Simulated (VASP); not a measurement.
Crystal: LiF.

```xyz
2
Lattice="0.0000 1.9749 2.0091 1.9749 0.0000 2.0091 1.9749 1.9749 0.0000" Properties=species:S:1:pos:R:3 pbc="T T T"
Li    0.0000    0.0000    0.0000
F     1.9749    1.9749    2.0091
```

This cell differs from its parent crystal: epitaxial xy strain -1.0%.

Base run:

| Quantity | Value |
| --- | --- |
| Program | VASP 6.6.1 |
| Functional | PBE |
| Potentials or basis | VASP PAW PBE potentials, release 64 (Li_sv, F) |
| Cutoff | 520 eV |
| k mesh | 10 × 10 × 10 |
| Occupations | fermi-dirac, width 0.02 eV |
| Spin | no spin polarisation |

Its results: band gap on the k mesh 9.44 eV, direct.

Problem. The run is repeated on the same cell with these changes: functional from PBE to r2SCAN; occupations from fermi-dirac, width 0.02 eV to gaussian, width 0.01 eV. What comes out?

Solution. Band gap on the k mesh 10.65 eV, direct.

A k mesh can miss the band edges.
